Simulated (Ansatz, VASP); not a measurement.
## In: VASP beside Ansatz

```
In
1.0
     3.35359    0.00000    0.00000
    -1.67679    2.90429    0.00000
     0.00000    0.00000   11.16935
In
4
Cartesian
  0.0000 0.0000 0.0000
  0.0000 1.9362 2.7923
  0.0000 0.0000 5.5847
  1.6768 0.9681 8.3770
```

Alike in both runs: functional PBE; k mesh 6 × 6 × 2; occupations gaussian, width 0.1 eV; no spin polarisation.

Ansatz relaxed the structure, and its values are those at the end. VASP's run is a single point on that final structure, the one shown.

|  | VASP | Ansatz |
| --- | --- | --- |
| version | VASP 6.6.1 | Ansatz 0.2.0 |
| potentials or method | VASP PAW PBE potentials, release 64 (In_d), cutoff 500 eV | scalar-relativistic, plane waves, PAW |
| valence electrons in the cell | 52 | 52 |

|  | VASP | Ansatz | Ansatz less VASP |
| --- | --- | --- | --- |
| gap on the k mesh at the Fermi level (eV) | none | none | - |
| pressure (GPa) | 0.0 | 0.0 | +0.04 |

A gap of «none» marks a metal or a gap that the smearing closes. The functional is the same, so the differences come from potentials, cutoffs and numerics.

The k mesh is coarse, so the values compare programs but aren't converged.
